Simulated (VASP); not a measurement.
Input of a VASP 6.6.1 run:

Contents of INCAR:

```
ALGO     = Normal         # electronic algorithm
EDIFF    = 1E-8           # SCF threshold, eV
ENCUT    = 520            # plane-wave cutoff, eV
GGA      = PS             # functional
ISIF     = 2              # what is computed and relaxed
ISMEAR   = -1             # smearing method
LASPH    = T              # aspherical terms in the spheres
LCHARG   = F              # write CHGCAR
LEFG     = T            
LREAL    = F              # projectors in reciprocal space
LWAVE    = F              # write WAVECAR
NBANDS   = 29             # bands
NELM     = 100            # most SCF steps
PREC     = Accurate       # precision mode
SIGMA    = 0.08           # smearing width, eV
```

KPOINTS

```
k-points
0
Gamma
  8 8 8
```

File POSCAR:

```
TiSi2
1.0
    0.0418975000      4.1393075000      4.2820900000
    2.4078075000      0.0332400000      4.2734325000
    2.4070900000      4.1299325000      0.0325225000
Ti Si
2 4
Direct
    0.7500000000      0.7500000000      0.7500000000
    0.5000000000      0.5000000000      0.5000000000
    0.0830000000      0.4170000000      0.0830000000
    0.4170000000      0.0830000000      0.4170000000
    0.1670000000      0.8330000000      0.1670000000
    0.8330000000      0.1670000000      0.8330000000
```

Potentials or basis: VASP PAW PBE potentials, release 64 (Ti_sv, Si).

The run is started by

```sh
$ cat potpaw_PBE.64/Ti_sv/POTCAR potpaw_PBE.64/Si/POTCAR > POTCAR
$ mpirun -np 1 vasp_std > vasp.out
```

What does it give for the band gap on the k mesh?

Zero (bands 20 and 21 overlap by 1.84 eV).

What does it give for the pressure?

-1.6 GPa.

Stress tensor (GPa, compression positive):
```
-0.93 -1.30 -1.57
-1.30 -1.92 -0.95
-1.57 -0.95 -1.81
```

Caveat: the cell differs from its parent crystal (equal xy, yz and zx shear strains of +1 %); without QUAD_EFG the Cq values of the log hold for a quadrupole moment of 1 mb, not for the nuclei; the PAW data sets were made with another functional, which shifts forces and pressure a little.
